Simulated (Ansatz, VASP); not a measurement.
## Bi: VASP beside Ansatz

```
Bi
1.0
     4.53900    0.00000    0.00000
    -2.26950    3.93089    0.00000
     0.00000    0.00000   32.74350
Bi
4
Direct
  0.66667 0.33333 0.22905
  0.33333 0.66667 0.40968
  0.66667 0.33333 0.59032
  0.33333 0.66667 0.77095
```

Alike in both runs: task single point; functional PBEsol; k mesh 7 × 7 × 1; occupations fermi-dirac, width 0.05 eV; no spin polarisation.

|  | VASP | Ansatz |
| --- | --- | --- |
| version | VASP 6.6.1 | Ansatz 0.2.0 |
| potentials or method | VASP PAW PBE potentials, release 64 (Bi_d), cutoff 520 eV | all-electron LAPW, scalar-relativistic |

```csv
,VASP,Ansatz,Ansatz less VASP
gap on the k mesh at the Fermi level (eV),none,none,-
rms of the force components (eV/Å),0.016,0.016,+0.0002
```

VASP's potentials were made for PBE, not for PBEsol. Atom by atom the forces differ by 0.000 eV/Å (rms over components). A gap of «none» marks a metal or a gap that the smearing closes. Ansatz ran all-electron here, and VASP with PAW potentials.

Neither program's run includes spin-orbit coupling.
